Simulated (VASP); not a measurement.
# N (P6_3/mmc) in VASP: notebook

N is run at these levels: r2SCAN; tasks: relaxation of cell and atoms, single point.

Program: VASP 6.6.1. These are calculated values, not measurements. Logs are shortened: lines on timing, memory, paths and dates and some standing lists are left out, and cuts for length are marked.

### 1 The cell of the first run

Symmetry: P6_3/mmc, No. 194, hexagonal system. Conventional cell: a = 4.167 Å, b = 4.167 Å, c = 7.006 Å, α = 90.00°, β = 90.00°, γ = 120.00°. Within 1.5 Å of N (site symmetry 3m) lie 1 N at 1.11 Å.

### 2 Relaxation of cell and atoms, r2SCAN

POSCAR reads:

```
N
1.0
    4.1672328106      0.0000000000      0.0000000000
   -2.0836164053      3.6089294775      0.0000000000
    0.0000000000      0.0000000000      7.0060035100
N
4
Direct
    0.3333333300      0.6666666700      0.3289300400
    0.3333333300      0.6666666700      0.1710699600
    0.6666666700      0.3333333300      0.8289300400
    0.6666666700      0.3333333300      0.6710699600
```

INCAR.step1 reads:

```
SYSTEM = N
ALGO = Normal ; EDIFF = 1E-4
ENCUT = 600 ; GGA = PE
ISMEAR = 0 ; LASPH = .True.
LCHARG = .False. ; LREAL = .False.
LWAVE = .True. ; NELM = 100
PREC = Accurate ; SIGMA = 0.1
```

INCAR.step2 reads:

```
SYSTEM = N
ALGO = Normal ; EDIFF = 1E-6
EDIFFG = -0.04 ; ENCUT = 600
IBRION = 2 ; ISIF = 3
ISMEAR = 0 ; ISTART = 1
LASPH = .True. ; LCHARG = .False.
LMIXTAU = .True. ; LREAL = .False.
LWAVE = .False. ; METAGGA = R2SCAN
NELM = 100 ; NSW = 90
PREC = Accurate ; SIGMA = 0.1
```

KPOINTS reads:

```
k-points
0
Gamma
  6 6 4
  0 0 0
```

Potentials or basis: VASP PAW PBE potentials, release 64 (N).

The run is started by

```
cat potpaw_PBE.64/N/POTCAR > POTCAR
cp INCAR.step1 INCAR
mpirun -np 1 vasp_std > vasp.out
cp INCAR.step2 INCAR
mpirun -np 1 vasp_std > vasp.out
```

OUTCAR:

```text
SYSTEM = N
   EDIFF = 1E-6
   EDIFFG = -0.04
   ENCUT = 600
   IBRION = 2
   ISIF = 3
   ISMEAR = 0
   ISTART = 1
   LASPH = .True.
   LREAL = .False.
   METAGGA = R2SCAN
   NELM = 100
   NSW = 90
   PREC = Accurate

 ion  position               nearest neighbor table
   1  0.333  0.667  0.329-   2 1.11
   2  0.333  0.667  0.171-   1 1.11
   3  0.667  0.333  0.829-   4 1.11
   4  0.667  0.333  0.671-   3 1.11

  LATTYP: Found a hexagonal cell.
 ALAT       =     4.1672328106
 C/A-ratio  =     1.6812124084

  Lattice vectors:

 A1 = (   4.1672328106,   0.0000000000,   0.0000000000)
 A2 = (  -2.0836164053,   3.6089294775,   0.0000000000)
 A3 = (   0.0000000000,   0.0000000000,   7.0060035100)

Analysis of symmetry for initial positions (statically):
=====================================================================
 Subroutine PRICEL returns:
 Original cell was already a primitive cell.

 Routine SETGRP: Setting up the symmetry group for a
 hexagonal supercell.

 Subroutine GETGRP returns: Found 24 space group operations
 (whereof 12 operations were pure point group operations)
 out of a pool of 24 trial point group operations.

The static configuration has the point symmetry D_3d.
 The point group associated with its full space group is D_6h.

Analysis of symmetry for dynamics (positions and initial velocities):
=====================================================================
 Subroutine PRICEL returns:
 Original cell was already a primitive cell.

 Routine SETGRP: Setting up the symmetry group for a
 hexagonal supercell.

 Subroutine GETGRP returns: Found 24 space group operations
 (whereof 12 operations were pure point group operations)
 out of a pool of 24 trial point group operations.

The dynamic configuration has the point symmetry D_3d.
 The point group associated with its full space group is D_6h.

 Subroutine INISYM returns: Found 24 space group operations
 (whereof 12 operations are pure point group operations),
 and found     1 'primitive' translations

----------------------------------------------------------------------------------------

                                     Primitive cell

  volume of cell :     105.3650

  direct lattice vectors                    reciprocal lattice vectors
     4.167232811  0.000000000  0.000000000     0.239967395  0.138545240  0.000000000
    -2.083616405  3.608929477  0.000000000     0.000000000  0.277090480  0.000000000
     0.000000000  0.000000000  7.006003510     0.000000000  0.000000000  0.142734727

[... 79 lines left out ...]
   LSORBIT =      F    spin-orbit coupling
   LASPH  =      T    aspherical Exc in radial PAW
   ENCUT  =  600.0 eV  44.10 Ry    6.64 a.u.   8.32  8.32 13.99*2*pi/ulx,y,z
   NELM   =    100;   NELMIN=  2; NELMDL=  0     # of ELM steps
   EDIFF  = 0.1E-05   stopping-criterion for ELM
   LREAL  =      F    real-space projection
   EDIFFG = -.4E-01   stopping-criterion for IOM
   NSW    =     90    number of steps for IOM
   IBRION =      2    ionic relax: 0-MD 1-quasi-New 2-CG
   NFREE  =      1    steps in history (QN), initial steepest desc. (CG)
   ISIF   =      3    stress and relaxation
   ISYM   =      2    0-nonsym 1-usesym 2-fastsym
   POTIM  = 0.5000    time-step for ionic-motion
   TEBEG  =    0.0;   TEEND  =   0.0 temperature during run
   PSTRESS=    0.0 pullay stress
   NELECT =      20.0000    total number of electrons
   NUPDOWN=      -1.0000    fix difference up-down
   EMIN   =  10.00;   EMAX   =-10.00  energy-range for DOS
   EFERMI =   0.00;   METHOD = LEGACY
   ISMEAR =     0;   SIGMA  =   0.10  broadening in eV -4-tet -1-fermi 0-gaus
   EFERMI_NEDOS =   21; number of points for ismear=-14 and -15
   IALGO  =     38    algorithm
   IMIX   =      4    mixing-type and parameters
     AMIX     =   0.40;   BMIX     =  1.00
     AMIX_MAG =   1.60;   BMIX_MAG =  1.00
  volume/ion in A,a.u.               =      26.34       177.76
  Fermi-wavevector in a.u.,A,eV,Ry     =   0.940848  1.777944 12.043801  0.885194
  Thomas-Fermi vector in A             =   2.068300
   LORBIT       =      0    0 simple, 1 ext, 2 COOP (PROOUT), +10 PAW based schemes
   METAGGA = R2SCAN    functional components
   LHFCALC =     F    Hartree Fock is set to
   AEXX    =    0.0000 exact exchange contribution
   IVDW    =     0    specifies the selected vdW correction
   LEPSILON=     F    determine dielectric tensor
   LRPA    =     F    only Hartree local field effects (RPA)
 conjugate gradient relaxation of ions
 non-spin polarized calculation
 Gauss-broadening in eV      SIGMA  =   0.10
  energy-cutoff  :      600.00
  volume of cell :      105.37
 maximum number of plane-waves:      3544
 NGX is ok and might be reduce to    36
   NGX = 17   NGY = 17   NGZ = 27

--------------------------------------- Ionic step        1  -------------------------------------------

 number of electron      20.0000005 magnetization

 Free energy of the ion-electron system (eV)
  ---------------------------------------------------
  ext. energy  EPLUGINS =         0.00000000
  ---------------------------------------------------
  free energy    TOTEN  =       -36.46655467 eV

  energy without entropy =      -36.46655467  energy(sigma->0) =      -36.46655467

------------------------ aborting loop because EDIFF is reached ----------------------------------------

  FORCE on cell =-STRESS in cart. coord.  units (eV):
  Direction    XX          YY          ZZ          XY          YZ          ZX
  --------------------------------------------------------------------------------------
  -------------------------------------------------------------------------------------
  Total       -0.0335654     -0.0335654      0.1471362      0.0000000      0.0000000      0.0000000
  in kB       -0.5103943     -0.5103943      2.2373485      0.0000000      0.0000000      0.0000000
  external PRESSURE =       0.4055200 kB  Pullay stress =       0.0000000 kB
[... 63 lines left out ...]
--------------------------------------- Ionic step        3  -------------------------------------------

 number of electron      20.0000005 magnetization

 Free energy of the ion-electron system (eV)
  ---------------------------------------------------
  ext. energy  EPLUGINS =         0.00000000
  ---------------------------------------------------
  free energy    TOTEN  =       -36.46657625 eV

  energy without entropy =      -36.46657625  energy(sigma->0) =      -36.46657625

 E-fermi :  -6.8413     XC(G=0):  -5.9073

 val. band max:       -7.2712308868   @ k =   0.0000   0.0000   0.0000
 cond. band min:       0.4340924683   @ k =   0.3333   0.3333   0.0000
 fundamental gap:      7.7053233550
 Fermi energy:        -6.8412710972

 k-point     1 :       0.0000    0.0000    0.0000
  band No.  band energies     occupation
      1     -26.7419      2.00000
      2     -26.7159      2.00000
      3     -11.7203      2.00000
      4     -11.0038      2.00000
      5      -8.9214      2.00000
      6      -8.9214      2.00000
      7      -8.8213      2.00000
      8      -8.8213      2.00000
      9      -8.3394      2.00000
     10      -7.2712      2.00000
     11       1.1809      0.00000
     12       1.1809      0.00000
     13       1.6615      0.00000
     14       1.6615      0.00000
[... 369 lines left out ...]
  FREE ENERGIE OF THE ION-ELECTRON SYSTEM (eV)
  ---------------------------------------------------
  free  energy   TOTEN  =       -36.4665762525 eV

  energy  without entropy=      -36.4665762525  energy(sigma->0) =      -36.46657625

 reached required accuracy - stopping structural energy minimisation
```

OUTCAR.step1:

```text
SYSTEM = N
   EDIFF = 1E-4
   ENCUT = 600
   GGA = PE
   ISMEAR = 0
[... 583 lines left out ...]
     -0.00000      2.40595      2.30449        -0.000000     -0.000000      1.016868
     -0.00000      2.40595      1.19852        -0.000000      0.000000     -1.016868
      2.08362      1.20298      5.80749         0.000000      0.000000      1.016868
      2.08362      1.20298      4.70152         0.000000      0.000000     -1.016868
 -----------------------------------------------------------------------------------
    total drift:                               -0.000031      0.000018     -0.000006

  FREE ENERGIE OF THE ION-ELECTRON SYSTEM (eV)
  ---------------------------------------------------
  free  energy   TOTEN  =       -33.3314479063 eV

  energy  without entropy=      -33.3314479063  energy(sigma->0) =      -33.33144791
```

Wall time 2.9 min (1 thread of Intel Xeon Platinum 8559C (Emerald Rapids), shared host); peak memory 0.28 GiB.

What came out:

- Free energy: -36.4666 eV
- Energy gained by relaxing: 0.0 meV/atom
- Ionic steps: 3
- Pressure after relaxing: 0.0 GPa
- Largest force after relaxing: 0.007 eV/Å
- Band gap on the k mesh: 7.71 eV, indirect (least direct gap 8.02 eV)

Forces in eV/Å, atoms in the order of the input:
```
N    0.000  0.000 -0.007
N    0.000  0.000  0.007
N    0.000  0.000 -0.007
N    0.000  0.000  0.007
```

Final structure:
```
N
1.0
     4.16715    0.00000    0.00000
    -2.08357    3.60885    0.00000
     0.00000    0.00000    7.00665
N
4
Cartesian
  0.0000 2.4059 2.3048
  0.0000 2.4059 1.1985
  2.0836 1.2030 5.8082
  2.0836 1.2030 4.7018
```

Levels at points of the mesh, in eV from the valence-band top:
```
           k point  band 8  band 9  band 10  band 11  band 12  band 13
(0.00, 0.00, 0.00)   -1.55   -1.07     0.00     8.45     8.45     8.93
(0.50, 0.00, 0.00)   -1.58   -0.54    -0.21     7.82     8.16     8.54
(0.00, 0.00, 0.50)   -1.60   -0.49    -0.49     8.68     8.68     8.68
(0.50, 0.00, 0.50)   -1.66   -0.42    -0.42     8.18     8.18     8.58
```

Caveat: the standard files for N, O and F lose accuracy on very short bonds; the PAW data sets were made with another functional, which shifts forces and pressure a little. r2SCAN opens gaps a little over a GGA but as a rule still falls short of measured ones.

(Continued in part 2 of 2.)
